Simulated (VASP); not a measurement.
# TaN: single point with LDA

Crystal: TaN.

```
Ta N
1.0
     2.93800    0.00000    0.00000
    -1.46900    2.54438    0.00000
     0.00000    0.00000    2.88300
Ta N
1 1
Direct
  0.33333 0.66667 0.50000
  0.00000 0.00000 0.00000
```

```
Program             : VASP 6.6.1
Task                : single point
Functional          : LDA
Potentials or basis : VASP PAW LDA potentials, release 64 (Ta_sv_GW, N)
Cutoff              : 700 eV
k mesh              : 13 × 13 × 12
Occupations         : gaussian, width 0.1 eV
Spin                : no spin polarisation
```

```json
{
 "Pressure": "-10.6 GPa",
 "Band gap on the k mesh": "zero (bands 9 and 10 overlap by 0.31 eV)"
}
```

Stress tensor (GPa, compression positive):
```
-10.12   0.00   0.00
  0.00 -10.12   0.00
  0.00   0.00 -11.47
```

Levels at points of the mesh, in eV from the Fermi level:
| k point | band 6 | band 7 | band 8 | band 9 | band 10 | band 11 | band 12 | band 13 |
| --- | --- | --- | --- | --- | --- | --- | --- | --- |
| (0.00, 0.00, 0.00) | -4.54 | -4.54 | -4.18 | -2.87 | 2.36 | 3.58 | 3.58 | 3.94 |
| (0.00, 0.00, 0.50) | -9.29 | -3.72 | -3.72 | -0.11 | -0.11 | 2.43 | 3.27 | 3.27 |

Run time: 57 s on 1 thread of Intel(R) Xeon(R) Platinum 8259CL CPU @ 2.50GHz (Skylake/Cascade Lake), on a shared host, peak memory 0.22 GiB.

Caveat: the cell stands under tension; spin-orbit coupling is left out, which moves the levels of the heavy elements.
